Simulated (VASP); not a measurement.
# HfRu3 in VASP: a series of runs

The runs below take HfRu3 through single point, relaxation of the atoms, with PBE.

All numbers are computed with VASP 6.6.1; they aren't measurements. Logs are shortened: lines on timing, memory, paths and dates and some standing lists are left out, and cuts for length are marked.

**1. The cell of the first run**

It takes space group P4/mmm (No. 123, tetragonal). Conventional cell: a = 4.035 Å, b = 4.035 Å, c = 3.956 Å, α = 90.00°, β = 90.00°, γ = 90.00°. Hf (site symmetry 4/mmm) has 12 Ru at 2.83 to 2.85 Å within 3.7 Å. Ru (site symmetry mmm) has 4 Hf at 2.83 Å and 8 Ru at 2.83 to 2.85 Å within 3.7 Å. Within 3.7 Å of Ru (site symmetry 4/mmm) lie 8 Ru at 2.83 Å and 4 Hf at 2.85 Å.

**2. Single point, PBE**

Contents of INCAR:

```
SYSTEM = HfRu3
  PREC = Accurate
  ENCUT = 520
  EDIFF = 1E-6
  ISMEAR = -1
  SIGMA = 0.05
  LREAL = .FALSE.
  LASPH = .TRUE.
  NELM = 60
  ALGO = Normal
  ISIF = 2
  LWAVE = .FALSE.
  LCHARG = .TRUE.
  GGA = PE
  LELF = .TRUE.
  LVHAR = .TRUE.
  NBANDS = 34
```

Contents of KPOINTS:

```
Automatic mesh
0
G
  6 6 6
  0 0 0
```

Contents of POSCAR:

```
HfRu3
1.0
    4.0348884600      0.0000000000      0.0000000000
    0.0000000000      4.0348884600      0.0000000000
    0.0000000000      0.0000000000      3.9557730000
Hf Ru
1 3
Direct
    0.0000000000      0.0000000000      0.0000000000
    0.0000000000      0.5000000000      0.5000000000
    0.5000000000      0.0000000000      0.5000000000
    0.5000000000      0.5000000000      0.0000000000
```

Potentials or basis: VASP PAW PBE potentials, release 64 (Hf_pv, Ru_pv).

Command:

```
> cat potpaw_PBE.64/Hf_pv/POTCAR potpaw_PBE.64/Ru_pv/POTCAR > POTCAR
> mpirun -np 1 vasp_std > vasp.out
```

OUTCAR:

```text
SYSTEM = HfRu3
   PREC = Accurate
   ENCUT = 520
   EDIFF = 1E-6
   ISMEAR = -1
   LREAL = .FALSE.
   LASPH = .TRUE.
   NELM = 60
   ISIF = 2
   GGA = PE

 ion  position               nearest neighbor table
   1  0.000  0.000  0.000-   2 2.83   3 2.83   2 2.83   3 2.83   2 2.83   2 2.83   3 2.83   3 2.83
                             4 2.85   4 2.85   4 2.85   4 2.85
   2  0.000  0.500  0.500-   1 2.83   4 2.83   1 2.83   4 2.83   1 2.83   1 2.83   4 2.83   4 2.83
                             3 2.85   3 2.85   3 2.85   3 2.85
   3  0.500  0.000  0.500-   1 2.83   4 2.83   1 2.83   4 2.83   4 2.83   4 2.83   1 2.83   1 2.83
                             2 2.85   2 2.85   2 2.85   2 2.85
   4  0.500  0.500  0.000-   2 2.83   3 2.83   2 2.83   3 2.83   3 2.83   3 2.83   2 2.83   2 2.83
                             1 2.85   1 2.85   1 2.85   1 2.85

  LATTYP: Found a simple tetragonal cell.
 ALAT       =     4.0348884600
 C/A-ratio  =     0.9803921569

  Lattice vectors:

 A1 = (   4.0348884600,   0.0000000000,   0.0000000000)
 A2 = (   0.0000000000,   4.0348884600,   0.0000000000)
 A3 = (   0.0000000000,   0.0000000000,   3.9557730000)

Analysis of symmetry for initial positions (statically):
=====================================================================
 Subroutine PRICEL returns:
 Original cell was already a primitive cell.

 Routine SETGRP: Setting up the symmetry group for a
 simple tetragonal supercell.

 Subroutine GETGRP returns: Found 16 space group operations
 (whereof 16 operations were pure point group operations)
 out of a pool of 16 trial point group operations.

The static configuration has the point symmetry D_4h.

Analysis of symmetry for dynamics (positions and initial velocities):
=====================================================================
 Subroutine PRICEL returns:
 Original cell was already a primitive cell.

 Routine SETGRP: Setting up the symmetry group for a
 simple tetragonal supercell.

 Subroutine GETGRP returns: Found 16 space group operations
 (whereof 16 operations were pure point group operations)
 out of a pool of 16 trial point group operations.

The dynamic configuration has the point symmetry D_4h.

 Subroutine INISYM returns: Found 16 space group operations
 (whereof 16 operations are pure point group operations),
 and found     1 'primitive' translations

----------------------------------------------------------------------------------------

                                     Primitive cell

[... 94 lines left out ...]
   EDIFF  = 0.1E-05   stopping-criterion for ELM
   LREAL  =      F    real-space projection
   EDIFFG = 0.1E-04   stopping-criterion for IOM
   NSW    =      0    number of steps for IOM
   IBRION =     -1    ionic relax: 0-MD 1-quasi-New 2-CG
   NFREE  =      0    steps in history (QN), initial steepest desc. (CG)
   ISIF   =      2    stress and relaxation
   ISYM   =      2    0-nonsym 1-usesym 2-fastsym
   POTIM  = 0.5000    time-step for ionic-motion
   TEBEG  =    0.0;   TEEND  =   0.0 temperature during run
   PSTRESS=    0.0 pullay stress
   NELECT =      52.0000    total number of electrons
   NUPDOWN=      -1.0000    fix difference up-down
   EMIN   =  10.00;   EMAX   =-10.00  energy-range for DOS
   EFERMI =   0.00;   METHOD = LEGACY
   ISMEAR =    -1;   SIGMA  =   0.05  broadening in eV -4-tet -1-fermi 0-gaus
   EFERMI_NEDOS =   21; number of points for ismear=-14 and -15
   IALGO  =     38    algorithm
   IMIX   =      4    mixing-type and parameters
     AMIX     =   0.40;   BMIX     =  1.00
     AMIX_MAG =   1.60;   BMIX_MAG =  1.00
  volume/ion in A,a.u.               =      16.10       108.65
  Fermi-wavevector in a.u.,A,eV,Ry     =   1.524443  2.880779 31.618931  2.323926
  Thomas-Fermi vector in A             =   2.632749
   LORBIT       =      0    0 simple, 1 ext, 2 COOP (PROOUT), +10 PAW based schemes
   GGA     = PE    functional components
   LHFCALC =     F    Hartree Fock is set to
   AEXX    =    0.0000 exact exchange contribution
   IVDW    =     0    specifies the selected vdW correction
   LEPSILON=     F    determine dielectric tensor
   LRPA    =     F    only Hartree local field effects (RPA)
 non-spin polarized calculation
  energy-cutoff  :      520.00
  volume of cell :       64.40
 maximum number of plane-waves:      1759
   NGX = 15   NGY = 15   NGZ = 15

 number of electron      52.0000013 magnetization

 Free energy of the ion-electron system (eV)
  ---------------------------------------------------
  ext. energy  EPLUGINS =         0.00000000
  ---------------------------------------------------
  free energy    TOTEN  =       -38.32286021 eV

  energy without entropy =      -38.27703533  energy(sigma->0) =      -38.29994777

 E-fermi :   9.1716     XC(G=0): -13.0167

 val. band max:        9.1667364460   @ k =   0.1667   0.1667   0.3333
 cond. band min:       9.1805777791   @ k =   0.3333   0.1667   0.1667
 fundamental gap:      0.0138413331
 Fermi energy:         9.1715913253

 k-point     1 :       0.0000    0.0000    0.0000
  band No.  band energies     occupation
      1     -33.3069      2.00000
      2     -33.2952      2.00000
      3     -33.2952      2.00000
      4     -32.9864      2.00000
      5     -32.9824      2.00000
      6     -32.9824      2.00000
[... 877 lines left out ...]
     33      12.7693      0.00000
     34      13.1363      0.00000

 [... further k-points ...]

------------------------ aborting loop because EDIFF is reached ----------------------------------------

  FORCE on cell =-STRESS in cart. coord.  units (eV):
  Direction    XX          YY          ZZ          XY          YZ          ZX
  --------------------------------------------------------------------------------------
  -------------------------------------------------------------------------------------
  Total       -4.3310838     -4.3310838     -3.3742110      0.0000000      0.0000000      0.0000000
  in kB     -107.7488744   -107.7488744    -83.9437542      0.0000000      0.0000000      0.0000000
  external PRESSURE =     -99.8138344 kB  Pullay stress =       0.0000000 kB

 VOLUME and BASIS-vectors are now :
 -----------------------------------------------------------------------------
  energy-cutoff  :      520.00
  volume of cell :       64.40
      direct lattice vectors                 reciprocal lattice vectors
     4.034888460  0.000000000  0.000000000     0.247838326  0.000000000  0.000000000
     0.000000000  4.034888460  0.000000000     0.000000000  0.247838326  0.000000000
     0.000000000  0.000000000  3.955773000     0.000000000  0.000000000  0.252795092

 POSITION                                       TOTAL-FORCE (eV/Angst)
 -----------------------------------------------------------------------------------
      0.00000      0.00000      0.00000         0.000000      0.000000      0.000000
      0.00000      2.01744      1.97789         0.000000      0.000000      0.000000
      2.01744      0.00000      1.97789         0.000000      0.000000      0.000000
      2.01744      2.01744      0.00000         0.000000      0.000000      0.000000
 -----------------------------------------------------------------------------------
    total drift:                                0.000000      0.000000     -0.000000

  FREE ENERGIE OF THE ION-ELECTRON SYSTEM (eV)
  ---------------------------------------------------
  free  energy   TOTEN  =       -38.3228602134 eV

  energy  without entropy=      -38.2770353321  energy(sigma->0) =      -38.29994777
```

It took 48 s on 1 thread of Intel Xeon Platinum 8488C (Sapphire Rapids), shared host; peak memory 0.21 GiB.

Results:

- Free energy: -38.3229 eV
- Pressure: -10.0 GPa
- Band gap on the k mesh: zero (bands 26 and 27 overlap by 2.70 eV)

Stress tensor (GPa, compression positive):
```
-10.77   0.00   0.00
  0.00 -10.77   0.00
  0.00   0.00  -8.39
```

Levels at points of the mesh, in eV from the Fermi level:
```csv
k point,band 24,band 25,band 26,band 27,band 28,band 29,band 30,band 31
"(0.00, 0.00, 0.00)",0.57,1.56,1.90,2.03,2.03,3.52,3.52,3.90
"(0.50, 0.00, 0.00)",-0.69,-0.31,-0.27,-0.26,0.79,2.03,2.28,2.30
"(0.50, 0.50, 0.00)",-1.01,-0.82,-0.80,-0.80,-0.09,-0.01,2.94,2.94
"(0.00, 0.00, 0.50)",-0.56,-0.37,-0.37,-0.21,0.70,1.91,2.16,2.16
"(0.50, 0.00, 0.50)",-0.99,-0.77,-0.75,-0.75,-0.01,0.06,2.95,3.00
"(0.50, 0.50, 0.50)",-0.77,0.93,1.44,1.44,1.46,1.57,1.57,1.65
```

Caveat: the cell stands under tension; spin-orbit coupling is left out, which moves the levels of the heavy elements.

**3. Single point, PBE**

This run uses another cell than the first one, of 16.74 Å³/atom.

Contents of INCAR:

```
  PREC = Accurate
  ENCUT = 520
  EDIFF = 1E-6
  ISMEAR = -1
  SIGMA = 0.05
  LREAL = False
  LASPH = True
  NELM = 100
  ALGO = Fast
  ISIF = 2
  LWAVE = False
  LCHARG = False
  GGA = PE
  NBANDS = 34
```

Contents of KPOINTS:

```
regular mesh
0
Gamma
  6 6 6
```

POSCAR: that of step 2 with these lines changed.

```diff
@@ -2,4 +2,4 @@
 1.0
-    4.0348884600      0.0000000000      0.0000000000
-    0.0000000000      4.0348884600      0.0000000000
+    4.1140039200      0.0000000000      0.0000000000
+    0.0000000000      4.1140039200      0.0000000000
     0.0000000000      0.0000000000      3.9557730000
```

Potentials or basis: VASP PAW PBE potentials, release 64 (Hf_pv, Ru_pv).

Command:

```
> cat potpaw_PBE.64/Hf_pv/POTCAR potpaw_PBE.64/Ru_pv/POTCAR > POTCAR
> mpirun -np 1 vasp_std > vasp.out
```

Wall time 57 s (1 thread of Intel Xeon Platinum 8488C (Sapphire Rapids), shared host); peak memory 0.21 GiB.

The run converged. Its results:

| Item | Value |
| --- | --- |
| Free energy | -38.0948 eV |
| Pressure | -16.5 GPa |
| Band gap on the k mesh | zero (bands 26 and 27 overlap by 2.48 eV) |

Stress tensor (GPa, compression positive):
```
-17.78   0.00   0.00
  0.00 -17.78   0.00
  0.00   0.00 -13.99
```

Levels at points of the mesh, in eV from the Fermi level:
```
           k point  band 24  band 25  band 26  band 27  band 28  band 29
(0.00, 0.00, 0.00)     0.61     1.46     1.71     1.94     1.94     3.25
(0.50, 0.00, 0.00)    -0.69    -0.29    -0.25    -0.20     0.77     1.95
(0.50, 0.50, 0.00)    -0.94    -0.79    -0.77    -0.77    -0.12    -0.04
(0.00, 0.00, 0.50)    -0.44    -0.39    -0.39    -0.15     0.60     1.72
(0.50, 0.00, 0.50)    -0.91    -0.68    -0.68    -0.67     0.02     0.08
(0.50, 0.50, 0.50)    -0.60     0.94     1.34     1.34     1.38     1.44
```

Caveat: the cell stands under tension; spin-orbit coupling is left out, which moves the levels of the heavy elements.

**4. Relaxation of the atoms, PBE**

This run uses another cell than the first one, of 15.48 Å³/atom.

Contents of INCAR:

```
  PREC = Accurate
  ENCUT = 520
  EDIFF = 1E-6
  ISMEAR = -1
  SIGMA = 0.05
  LREAL = False
  LASPH = True
  NELM = 80
  ALGO = Normal
  ISIF = 2
  LWAVE = False
  LCHARG = False
  GGA = PE
  IBRION = 2
  NSW = 60
  EDIFFG = -0.01
```

Contents of KPOINTS:

```
Automatic mesh
0
Gamma
  6 6 6
```

POSCAR: that of step 3 with these lines changed.

```diff
@@ -2,4 +2,4 @@
 1.0
-    4.1140039200      0.0000000000      0.0000000000
-    0.0000000000      4.1140039200      0.0000000000
+    3.9557730000      0.0000000000      0.0000000000
+    0.0000000000      3.9557730000      0.0000000000
     0.0000000000      0.0000000000      3.9557730000
```

Potentials or basis: VASP PAW PBE potentials, release 64 (Hf_pv, Ru_pv).

Command:

```
> cat potpaw_PBE.64/Hf_pv/POTCAR potpaw_PBE.64/Ru_pv/POTCAR > POTCAR
> mpirun -np 1 vasp_std > vasp.out
```

OUTCAR:

```text
PREC = Accurate
   ENCUT = 520
   EDIFF = 1E-6
   ISMEAR = -1
   LREAL = False
   LASPH = True
   NELM = 80
   ISIF = 2
   GGA = PE
   IBRION = 2
   NSW = 60
   EDIFFG = -0.01

 ion  position               nearest neighbor table
   1  0.000  0.000  0.000-   2 2.80   3 2.80   4 2.80   2 2.80   3 2.80   2 2.80   4 2.80   2 2.80
                             3 2.80   4 2.80   3 2.80   4 2.80
   2  0.000  0.500  0.500-   1 2.80   3 2.80   4 2.80   1 2.80   4 2.80   1 2.80   3 2.80   1 2.80
                             3 2.80   4 2.80   4 2.80   3 2.80
[... 879 lines left out ...]
  --------------------------------------------------------------------------------------
  -------------------------------------------------------------------------------------
  Total       -0.7143968     -0.7143968     -0.7143968     -0.0000000      0.0000000     -0.0000000
  in kB      -18.4908138    -18.4908138    -18.4908138     -0.0000000      0.0000000     -0.0000000
  external PRESSURE =     -18.4908138 kB  Pullay stress =       0.0000000 kB

 VOLUME and BASIS-vectors are now :
 -----------------------------------------------------------------------------
  energy-cutoff  :      520.00
  volume of cell :       61.90
      direct lattice vectors                 reciprocal lattice vectors
     3.955773000  0.000000000  0.000000000     0.252795092  0.000000000  0.000000000
     0.000000000  3.955773000  0.000000000     0.000000000  0.252795092  0.000000000
     0.000000000  0.000000000  3.955773000     0.000000000  0.000000000  0.252795092

 POSITION                                       TOTAL-FORCE (eV/Angst)
 -----------------------------------------------------------------------------------
      0.00000      0.00000      0.00000         0.000000      0.000000      0.000000
      0.00000      1.97789      1.97789         0.000000      0.000000      0.000000
      1.97789      0.00000      1.97789         0.000000      0.000000      0.000000
      1.97789      1.97789      0.00000         0.000000      0.000000      0.000000
 -----------------------------------------------------------------------------------
    total drift:                                0.000000      0.000000     -0.000000

  FREE ENERGIE OF THE ION-ELECTRON SYSTEM (eV)
  ---------------------------------------------------
  free  energy   TOTEN  =       -38.4227713672 eV

  energy  without entropy=      -38.3801540268  energy(sigma->0) =      -38.40146270

 reached required accuracy - stopping structural energy minimisation
```

OSZICAR:

```text
N       E                     dE             d eps       ncg     rms          rms(c)
DAV:   1     0.540712619519E+03    0.54071E+03   -0.31655E+04  1248   0.180E+03
DAV:   2    -0.209331038392E+02   -0.56165E+03   -0.55126E+03  1352   0.532E+02
DAV:   3    -0.402308898512E+02   -0.19298E+02   -0.18558E+02  1596   0.924E+01
DAV:   4    -0.405022989787E+02   -0.27141E+00   -0.27080E+00  1389   0.105E+01
DAV:   5    -0.405102889002E+02   -0.79899E-02   -0.79889E-02  1644   0.155E+00    0.682E+01
DAV:   6    -0.389056439110E+02    0.16046E+01   -0.10818E+01  1527   0.208E+01    0.274E+01
DAV:   7    -0.386945968236E+02    0.21105E+00   -0.57902E+00  1503   0.995E+00    0.211E+01
DAV:   8    -0.384280256371E+02    0.26657E+00   -0.19812E+00  1506   0.779E+00    0.418E+00
DAV:   9    -0.384255293359E+02    0.24963E-02   -0.76667E-02  1439   0.192E+00    0.270E+00
DAV:  10    -0.384227994455E+02    0.27299E-02   -0.13576E-02  1465   0.449E-01    0.122E-01
DAV:  11    -0.384227968782E+02    0.25673E-05   -0.63734E-04  1453   0.122E-01    0.219E-01
DAV:  12    -0.384227703149E+02    0.26563E-04   -0.78037E-05  1512   0.430E-02    0.476E-02
DAV:  13    -0.384227715846E+02   -0.12697E-05   -0.27194E-06  1236   0.102E-02    0.119E-02
DAV:  14    -0.384227713672E+02    0.21738E-06   -0.26825E-07   830   0.283E-03
   1 F= -.38422771E+02 E0= -.38401463E+02  d E =-.384228E+02
```

CONTCAR:

```text
HfRu3
   1.00000000000000
     3.9557730000000002    0.0000000000000000    0.0000000000000000
     0.0000000000000000    3.9557730000000002    0.0000000000000000
     0.0000000000000000    0.0000000000000000    3.9557730000000002
  Hf              Ru
     1     3
Direct
     0.0000000000000000    0.0000000000000000    0.0000000000000000
     0.0000000000000000    0.5000000000000000    0.5000000000000000
     0.5000000000000000    0.0000000000000000    0.5000000000000000
     0.5000000000000000    0.5000000000000000    0.0000000000000000

  0.00000000E+00  0.00000000E+00  0.00000000E+00
  0.00000000E+00  0.00000000E+00  0.00000000E+00
  0.00000000E+00  0.00000000E+00  0.00000000E+00
  0.00000000E+00  0.00000000E+00  0.00000000E+00
```

Wall time 28 s (1 thread of Intel Xeon Platinum 8488C (Sapphire Rapids), shared host); peak memory 0.18 GiB.

Results:

- Free energy: -38.4228 eV
- Pressure after relaxing: -1.8 GPa
- Band gap on the k mesh: zero (bands 26 and 27 overlap by 2.95 eV)

Final structure:
```
CELL_PARAMETERS angstrom
3.95577 0.00000 0.00000
0.00000 3.95577 0.00000
0.00000 0.00000 3.95577
ATOMIC_POSITIONS crystal
Hf 0.00000 0.00000 0.00000
Ru 0.00000 0.50000 0.50000
Ru 0.50000 0.00000 0.50000
Ru 0.50000 0.50000 0.00000
```

Caveat: the relaxation stopped at its first step, so nothing moved; spin-orbit coupling is left out, which moves the levels of the heavy elements.

**5. The runs side by side**

| task | cell | gap on the mesh (eV) | pressure (GPa) |
| --- | --- | --- | --- |
| single point | a = 4.035, b = 4.035, c = 3.956 Å, 4 atoms | none | -10.0 |
| single point | a = 4.114, b = 4.114, c = 3.956 Å, 4 atoms | none | -16.5 |
| relaxation of the atoms | atoms relaxed from a = 3.956 Å, 4 atoms | none | -1.8 |

Alike in all rows: level PBE; potentials or basis VASP PAW PBE potentials, release 64 (Hf_pv, Ru_pv); no spin polarisation; k mesh 6 × 6 × 6; cutoff (eV) 520; smearing fermi-dirac 0.05 eV.

Caveats: spin-orbit coupling is left out, which moves the levels of the heavy elements; the cell stands under tension (at least some runs); the relaxation stopped at its first step, so nothing moved (at least some runs).

Absolute energies hang on the potentials; compare differences alone.
